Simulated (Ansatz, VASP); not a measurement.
## One calculation of Re, two programs

The input INCAR:

```
PREC     = Accurate       # precision mode
ENCUT    = 520            # plane-wave cutoff, eV
EDIFF    = 1E-7           # SCF threshold, eV
ISMEAR   = -1             # smearing method
SIGMA    = 0.1            # smearing width, eV
LREAL    = F              # projectors in reciprocal space
LASPH    = T              # aspherical terms in the spheres
NELM     = 60             # most SCF steps
ALGO     = Normal         # electronic algorithm
ISIF     = 2              # what is computed and relaxed
LWAVE    = F              # write WAVECAR
LCHARG   = F              # write CHGCAR
GGA      = RP             # functional
NBANDS   = 10             # bands
```

File KPOINTS:

```
regular mesh
0
Gamma
  14 14 14
```

The input POSCAR:

```
Re
1.0
    2.6253412809      0.0000000000      0.0000000000
    0.0000000000      2.6253412809      0.0000000000
    0.0000000000      0.0000000000      2.6253412809
Re
1
Direct
    0.0000000000      0.0000000000      0.0000000000
```

Input for Ansatz:

```yaml
crystal:
  lattice:
    - [2.6253412809, 0.0, 0.0]
    - [0.0, 2.6253412809, 0.0]
    - [0.0, 0.0, 2.6253412809]
  atoms:
    - { symbol: Re, position: [0.0, 0.0, 0.0] }
hamiltonian:
  xc: rpbe
  pseudopotentials:
    kind: paw
    azcp:
      Re: "pseudopotentials/Re.paw.azcp"
basis:
  ecutwfc: 420
  fft_grid_basis: typed
kpoints:
  mp_grid: { grid: [14, 14, 14], shift: [0, 0, 0] }
magnetization:
  spin_polarized: false
scf:
  occupations: { method: fermi_dirac, width: 0.1 }
  lower_state_search: "off"
output:
  stress: true
```

Alike in both runs: task single point; functional RPBE; k mesh 14 × 14 × 14; occupations fermi-dirac, width 0.1 eV; no spin polarisation.

|  | VASP | Ansatz |
| --- | --- | --- |
| version | VASP 6.6.1 | Ansatz 0.2.0 |
| potentials or method | VASP PAW PBE potentials, release 64 (Re), cutoff 520 eV | plane waves (420 eV) with PAW, scalar-relativistic |
| valence electrons in the cell | 7 | 15 |

|  | VASP | Ansatz | Ansatz less VASP |
| --- | --- | --- | --- |
| pressure (GPa) | -10.5 | -9.5 | +1.06 |

VASP's potentials were made for PBE, not for RPBE. With one functional, cell and mesh, what is left measures potentials, basis and numerics. VASP's potentials hold 7 valence electrons a cell and Ansatz's 15, so a difference there can come from the potentials and not from the codes.

Spin-orbit coupling is off throughout.
